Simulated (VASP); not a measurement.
# WC (P-6m2) in VASP: further runs, part 2 of 2

VASP 6.6.1.

## 5. Electric field gradients, LDA

This run uses another cell than the first one, of 10.31 Å³/atom, 0.971 times its volume.

INCAR reads:

```
ALGO = Normal
EDIFF = 1E-8
ENCUT = 520
GGA = CA
ISIF = 2
ISMEAR = -1
LASPH = T
LCHARG = F
LEFG = T
LREAL = F
LWAVE = F
NBANDS = 16
NELM = 100
PREC = Accurate
SIGMA = 0.05
```

KPOINTS reads:

```
k-points
0
Gamma
  13 13 12
```

POSCAR reads:

```
WC
1.0
    2.9005014360      0.0000000000      0.0000000000
   -1.4502507180      2.5119079273      0.0000000000
    0.0000000000      0.0000000000      2.8290000000
W C
1 1
Direct
    0.0000000000      0.0000000000      0.0000000000
    0.6666666667      0.3333333333      0.5000000000
```

Potentials or basis: VASP PAW LDA potentials, release 64 (W_sv, C).

On the command line:

```console
$ cat potpaw_LDA.64/W_sv/POTCAR potpaw_LDA.64/C/POTCAR > POTCAR
$ mpirun -np 1 vasp_std > vasp.out
```

OUTCAR:

```text
EDIFF = 1E-8
   ENCUT = 520
   GGA = CA
   ISIF = 2
   ISMEAR = -1
   LASPH = T
   LREAL = F
   NELM = 100
   PREC = Accurate

 ion  position               nearest neighbor table
   1  0.000  0.000  0.000-   2 2.19   2 2.19   2 2.19   2 2.19   2 2.19   2 2.19
   2  0.667  0.333  0.500-   1 2.19   1 2.19   1 2.19   1 2.19   1 2.19   1 2.19

  LATTYP: Found a hexagonal cell.
 ALAT       =     2.9005014360
 C/A-ratio  =     0.9753485949

  Lattice vectors:

 A1 = (   2.9005014360,   0.0000000000,   0.0000000000)
 A2 = (  -1.4502507180,   2.5119079273,   0.0000000000)
 A3 = (   0.0000000000,   0.0000000000,   2.8290000000)

Analysis of symmetry for initial positions (statically):
=====================================================================
 Subroutine PRICEL returns:
 Original cell was already a primitive cell.

 Routine SETGRP: Setting up the symmetry group for a
[... 645 lines left out ...]
  energy-cutoff  :      520.00
  volume of cell :       20.61
      direct lattice vectors                 reciprocal lattice vectors
     2.900501436  0.000000000  0.000000000     0.344767973  0.199051882  0.000000000
    -1.450250718  2.511907927  0.000000000     0.000000000  0.398103764  0.000000000
     0.000000000  0.000000000  2.829000000     0.000000000  0.000000000  0.353481796

 POSITION                                       TOTAL-FORCE (eV/Angst)
 -----------------------------------------------------------------------------------
      0.00000      0.00000      0.00000         0.000000      0.000000      0.000000
      1.45025      0.83730      1.41450        -0.000000      0.000000      0.000000
 -----------------------------------------------------------------------------------
    total drift:                                0.000000     -0.000000      0.000000

  FREE ENERGIE OF THE ION-ELECTRON SYSTEM (eV)
  ---------------------------------------------------
  free  energy   TOTEN  =       -24.6990736721 eV

  energy  without entropy=      -24.6965559269  energy(sigma->0) =      -24.69781480

 Electric field gradients (V/A^2)
---------------------------------------------------------------------
 ion       V_xx      V_yy      V_zz      V_xy      V_xz      V_yz
---------------------------------------------------------------------
   1      77.706    77.706  -155.412     0.000     0.000     0.000
   2      -0.119    -0.119     0.238     0.000     0.000     0.000
---------------------------------------------------------------------

 Electric field gradients after diagonalization (V/A^2)
 (convention: |V_zz| > |V_xx| > |V_yy|)
----------------------------------------------------------------------
 ion       V_xx      V_yy      V_zz     asymmetry (V_yy - V_xx)/ V_zz
----------------------------------------------------------------------
   1      77.706    77.706  -155.412       0.000
   2      -0.119    -0.118     0.238       0.004
----------------------------------------------------------------------

           NMR quadrupolar parameters

 Cq : quadrupolar parameter    Cq=e*Q*V_zz/h
 eta: asymmetry parameters     (V_yy - V_xx)/ V_zz
 Q  : nuclear electric quadrupole moment in mb (millibarn)
----------------------------------------------------------------------
 ion       Cq(MHz)       eta       Q (mb)
----------------------------------------------------------------------
   1      -0.376       0.000       1.000
   2       0.001       0.004       1.000
----------------------------------------------------------------------
```

OSZICAR:

```text
N       E                     dE             d eps       ncg     rms          rms(c)
DAV:   1     0.106757785529E+03    0.10676E+03   -0.93683E+03  4712   0.125E+03
DAV:   2    -0.245945291950E+02   -0.13135E+03   -0.12686E+03  5512   0.334E+02
DAV:   3    -0.277862113787E+02   -0.31917E+01   -0.31813E+01  5272   0.495E+01
DAV:   4    -0.278035316979E+02   -0.17320E-01   -0.17320E-01  6032   0.413E+00
DAV:   5    -0.278036608993E+02   -0.12920E-03   -0.12920E-03  5368   0.339E-01    0.330E+01
DAV:   6    -0.248174578128E+02    0.29862E+01   -0.57837E+00  5752   0.257E+01    0.869E+00
DAV:   7    -0.247358673853E+02    0.81590E-01   -0.45558E-01  5008   0.535E+00    0.645E+00
DAV:   8    -0.247003281633E+02    0.35539E-01   -0.72036E-02  5320   0.209E+00    0.104E+00
DAV:   9    -0.246992416544E+02    0.10865E-02   -0.30070E-03  5168   0.415E-01    0.108E-01
DAV:  10    -0.246990734979E+02    0.16816E-03   -0.29224E-04  5920   0.203E-01    0.470E-02
DAV:  11    -0.246990742573E+02   -0.75937E-06   -0.13171E-05  5216   0.320E-02    0.811E-03
DAV:  12    -0.246990736713E+02    0.58605E-06   -0.20740E-06  5216   0.115E-02    0.144E-03
DAV:  13    -0.246990736721E+02   -0.83901E-09   -0.85351E-08  5560   0.243E-03
   1 F= -.24699074E+02 E0= -.24697815E+02  d E =-.251775E-02
```

It took 14 s on 1 thread of Intel Xeon 6975P-C (Granite Rapids), shared host; peak memory 0.16 GiB.

Results:

- Free energy: -24.6991 eV
- Pressure: -4.7 GPa
- Band gap on the k mesh: zero (band 9 reaches 11.73 eV, above the bottom of band 10 at 10.46 eV)

Stress tensor (GPa, compression positive):
```
-4.27  0.00  0.00
 0.00 -4.27  0.00
 0.00  0.00 -5.56
```

Electric field gradients, principal values (V/Å²):
```csv
atom,least,middle,greatest (by size)
1 W,77.706,77.706,-155.412
2 C,-0.118,-0.119,0.238
```

Caveat: without QUAD_EFG the Cq values of the log hold for a quadrupole moment of 1 mb, not for the nuclei; spin-orbit coupling is left out, which moves the levels of the heavy elements.

## 6. Electric field gradients, PBE

This run uses another cell than the first one, of 10.31 Å³/atom, 0.971 times its volume.

INCAR reads:

```
SYSTEM = WC
ALGO     = Normal         ! electronic algorithm
EDIFF    = 1E-8           ! SCF threshold, eV
ENCUT    = 910            ! plane-wave cutoff, eV
GGA      = PE             ! functional
GGA_COMPAT= .FALSE.      
ISIF     = 2              ! what is computed and relaxed
ISMEAR   = -1             ! smearing method
LASPH    = .TRUE.         ! aspherical terms in the spheres
LCHARG   = .FALSE.        ! write CHGCAR
LEFG     = .TRUE.       
LREAL    = .FALSE.        ! projectors in reciprocal space
LWAVE    = .FALSE.        ! write WAVECAR
NBANDS   = 16             ! bands
NELM     = 120            ! most SCF steps
PREC     = Accurate       ! precision mode
SIGMA    = 0.05           ! smearing width, eV
```

KPOINTS reads:

```
k-points
0
G
  13 13 12
  0 0 0
```

POSCAR is that of step 5.

Potentials or basis: VASP PAW PBE potentials, release 64 (W_sv, C_h).

On the command line:

```console
$ cat potpaw_PBE.64/W_sv/POTCAR potpaw_PBE.64/C_h/POTCAR > POTCAR
$ mpirun -np 1 vasp_std > vasp.out
```

OUTCAR:

```text
SYSTEM = WC
   EDIFF = 1E-8
   ENCUT = 910
   GGA = PE
   ISIF = 2
   ISMEAR = -1
   LASPH = .TRUE.
   LREAL = .FALSE.
   NELM = 120
   PREC = Accurate

 ion  position               nearest neighbor table
   1  0.000  0.000  0.000-   2 2.19   2 2.19   2 2.19   2 2.19   2 2.19   2 2.19
   2  0.667  0.333  0.500-   1 2.19   1 2.19   1 2.19   1 2.19   1 2.19   1 2.19

  LATTYP: Found a hexagonal cell.
 ALAT       =     2.9005014360
 C/A-ratio  =     0.9753485949

  Lattice vectors:

 A1 = (   2.9005014360,   0.0000000000,   0.0000000000)
 A2 = (  -1.4502507180,   2.5119079273,   0.0000000000)
 A3 = (   0.0000000000,   0.0000000000,   2.8290000000)

Analysis of symmetry for initial positions (statically):
=====================================================================
 Subroutine PRICEL returns:
 Original cell was already a primitive cell.

 Routine SETGRP: Setting up the symmetry group for a
 hexagonal supercell.

 Subroutine GETGRP returns: Found 12 space group operations
 (whereof 12 operations were pure point group operations)
 out of a pool of 24 trial point group operations.

The static configuration has the point symmetry D_3h.

Analysis of symmetry for dynamics (positions and initial velocities):
=====================================================================
 Subroutine PRICEL returns:
 Original cell was already a primitive cell.

 Routine SETGRP: Setting up the symmetry group for a
 hexagonal supercell.

 Subroutine GETGRP returns: Found 12 space group operations
 (whereof 12 operations were pure point group operations)
 out of a pool of 24 trial point group operations.

The dynamic configuration has the point symmetry D_3h.

 Subroutine INISYM returns: Found 12 space group operations
 (whereof 12 operations are pure point group operations),
 and found     1 'primitive' translations

----------------------------------------------------------------------------------------

                                     Primitive cell

  volume of cell :      20.6115

  direct lattice vectors                    reciprocal lattice vectors
     2.900501436  0.000000000  0.000000000     0.344767973  0.199051882  0.000000000
    -1.450250718  2.511907927  0.000000000     0.000000000  0.398103764  0.000000000
     0.000000000  0.000000000  2.829000000     0.000000000  0.000000000  0.353481796

  length of vectors
     2.900501436  2.900501436  2.829000000     0.398103764  0.398103764  0.353481796

  position of ions in fractional coordinates (direct lattice)
     0.000000000  0.000000000  0.000000000
     0.666666667  0.333333333  0.500000000

  ion indices of the primitive-cell ions
   primitive index   ion index
                 1           1
                 2           2

----------------------------------------------------------------------------------------

 KPOINTS: k-points

Automatic generation of k-mesh.
 Grid dimensions read from file:
[... 72 lines left out ...]
   ISYM   =      2    0-nonsym 1-usesym 2-fastsym
   POTIM  = 0.5000    time-step for ionic-motion
   TEBEG  =    0.0;   TEEND  =   0.0 temperature during run
   PSTRESS=    0.0 pullay stress
   NELECT =      18.0000    total number of electrons
   NUPDOWN=      -1.0000    fix difference up-down
   EMIN   =  10.00;   EMAX   =-10.00  energy-range for DOS
   EFERMI =   0.00;   METHOD = LEGACY
   ISMEAR =    -1;   SIGMA  =   0.05  broadening in eV -4-tet -1-fermi 0-gaus
   EFERMI_NEDOS =   21; number of points for ismear=-14 and -15
   IALGO  =     38    algorithm
   IMIX   =      4    mixing-type and parameters
     AMIX     =   0.40;   BMIX     =  1.00
     AMIX_MAG =   1.60;   BMIX_MAG =  1.00
  volume/ion in A,a.u.               =      10.31        69.55
  Fermi-wavevector in a.u.,A,eV,Ry     =   1.564813  2.957068 33.315762  2.448639
  Thomas-Fermi vector in A             =   2.667381
   LORBIT       =      0    0 simple, 1 ext, 2 COOP (PROOUT), +10 PAW based schemes
   GGA     = PE    functional components
   LHFCALC =     F    Hartree Fock is set to
   AEXX    =    0.0000 exact exchange contribution
   IVDW    =     0    specifies the selected vdW correction
   LEPSILON=     F    determine dielectric tensor
   LRPA    =     F    only Hartree local field effects (RPA)
 non-spin polarized calculation
  energy-cutoff  :      910.00
  volume of cell :       20.61
 maximum number of plane-waves:      1314
 NGX is ok and might be reduce to    30
   NGX = 15   NGY = 15   NGZ = 13

 number of electron      18.0000001 magnetization

 Free energy of the ion-electron system (eV)
  ---------------------------------------------------
  ext. energy  EPLUGINS =         0.00000000
  ---------------------------------------------------
  free energy    TOTEN  =       -22.44292871 eV

  energy without entropy =      -22.44018675  energy(sigma->0) =      -22.44155773

 E-fermi :  11.5212     XC(G=0): -13.8724

 val. band max:       11.4884737577   @ k =   0.4615   0.0769   0.4167
 cond. band min:      11.5214563573   @ k =   0.0769   0.0769   0.4167
 fundamental gap:      0.0329825996
 Fermi energy:        11.5212493186

 k-point     1 :       0.0000    0.0000    0.0000
  band No.  band energies     occupation
      1     -62.4761      2.00000
      2     -26.4537      2.00000
      3     -26.3545      2.00000
      4     -26.3545      2.00000
      5      -2.9922      2.00000
      6       7.1616      2.00000
[... 433 lines left out ...]
      3     -26.4810      2.00000
      4     -26.3924      2.00000
      5      -2.2321      2.00000
      6       6.9688      2.00000
[... 8 lines left out ...]
     15      25.1818      0.00000
     16      29.4553      0.00000

 [... further k-points ...]

------------------------ aborting loop because EDIFF is reached ----------------------------------------

  FORCE on cell =-STRESS in cart. coord.  units (eV):
  Direction    XX          YY          ZZ          XY          YZ          ZX
  --------------------------------------------------------------------------------------
  -------------------------------------------------------------------------------------
  Total        1.1970199      1.1970199      1.2507061     -0.0000000      0.0000000      0.0000000
  in kB       93.0469612     93.0469612     97.2201118     -0.0000000      0.0000000      0.0000000
  external PRESSURE =      94.4380114 kB  Pullay stress =       0.0000000 kB

 VOLUME and BASIS-vectors are now :
 -----------------------------------------------------------------------------
  energy-cutoff  :      910.00
  volume of cell :       20.61
      direct lattice vectors                 reciprocal lattice vectors
     2.900501436  0.000000000  0.000000000     0.344767973  0.199051882  0.000000000
    -1.450250718  2.511907927  0.000000000     0.000000000  0.398103764  0.000000000
     0.000000000  0.000000000  2.829000000     0.000000000  0.000000000  0.353481796

 POSITION                                       TOTAL-FORCE (eV/Angst)
 -----------------------------------------------------------------------------------
      0.00000      0.00000      0.00000         0.000000      0.000000      0.000000
      1.45025      0.83730      1.41450        -0.000000     -0.000000      0.000000
 -----------------------------------------------------------------------------------
    total drift:                               -0.000000      0.000000      0.000000

  FREE ENERGIE OF THE ION-ELECTRON SYSTEM (eV)
  ---------------------------------------------------
  free  energy   TOTEN  =       -22.4429287125 eV

  energy  without entropy=      -22.4401867451  energy(sigma->0) =      -22.44155773

 Electric field gradients (V/A^2)
---------------------------------------------------------------------
 ion       V_xx      V_yy      V_zz      V_xy      V_xz      V_yz
---------------------------------------------------------------------
   1      72.272    72.272  -144.544    -0.000     0.000    -0.000
   2      -0.159    -0.159     0.319     0.000     0.000    -0.000
---------------------------------------------------------------------

 Electric field gradients after diagonalization (V/A^2)
 (convention: |V_zz| > |V_xx| > |V_yy|)
----------------------------------------------------------------------
 ion       V_xx      V_yy      V_zz     asymmetry (V_yy - V_xx)/ V_zz
----------------------------------------------------------------------
   1      72.272    72.272  -144.544       0.000
   2      -0.160    -0.159     0.319       0.001
----------------------------------------------------------------------

           NMR quadrupolar parameters

 Cq : quadrupolar parameter    Cq=e*Q*V_zz/h
 eta: asymmetry parameters     (V_yy - V_xx)/ V_zz
 Q  : nuclear electric quadrupole moment in mb (millibarn)
----------------------------------------------------------------------
 ion       Cq(MHz)       eta       Q (mb)
----------------------------------------------------------------------
   1      -0.350       0.000       1.000
   2       0.001       0.001       1.000
----------------------------------------------------------------------
```

It took 68 s on 1 thread of Intel Xeon Platinum 8375C at 2.90GHz (Ice Lake), shared host; peak memory 0.25 GiB.

Results:

| Property | Result |
| --- | --- |
| Free energy | -22.4429 eV |
| Pressure | 9.4 GPa |
| Band gap on the k mesh | zero (band 9 reaches 12.20 eV, above the bottom of band 10 at 10.92 eV) |

Electric field gradients, principal values (V/Å²):
| atom | least | middle | greatest (by size) |
| --- | --- | --- | --- |
| 1 W | 72.272 | 72.272 | -144.544 |
| 2 C | -0.159 | -0.160 | 0.319 |

Caveat: the cutoff is under 1.25 times the usual one of these potentials, so pressure, stress and relaxed cells hold a basis-set (Pulay) error; without QUAD_EFG the Cq values of the log hold for a quadrupole moment of 1 mb, not for the nuclei; spin-orbit coupling is left out, which moves the levels of the heavy elements.

## 7. The runs side by side

```tsv
level	potentials or basis	cell	cutoff (eV)	second run	gap on the mesh (eV)	pressure (GPa)
PBE	VASP PAW PBE potentials, release 64 (W_sv, C)	a = 2.929, b = 2.929, c = 2.857 Å, angles 90.0, 90.0, 120.0°, 2 atoms	520	-	none	-2.3
PBE	VASP PAW PBE potentials, release 64 (W_sv, C)	a = 2.939, b = 2.939, c = 2.866 Å, angles 90.0, 90.0, 120.0°, 2 atoms	520	-	none	-5.8
LDA	VASP PAW LDA potentials, release 64 (W_sv, C)	a = 2.901, b = 2.901, c = 2.829 Å, angles 90.0, 90.0, 120.0°, 2 atoms	520	-	none	-4.7
PBE	VASP PAW PBE potentials, release 64 (W_sv, C_h)	a = 2.901, b = 2.901, c = 2.829 Å, angles 90.0, 90.0, 120.0°, 2 atoms	910	hard_potentials	none	9.4
```

Alike in all rows: task electric field gradients; no spin polarisation; k mesh 13 × 13 × 12; smearing fermi-dirac 0.05 eV.

Caveats: spin-orbit coupling is left out, which moves the levels of the heavy elements; the cutoff is under 1.25 times the usual one of these potentials, so pressure, stress and relaxed cells hold a basis-set (Pulay) error (some runs).

Total energies depend on the potentials used, so only differences within one code and one set of settings carry meaning.
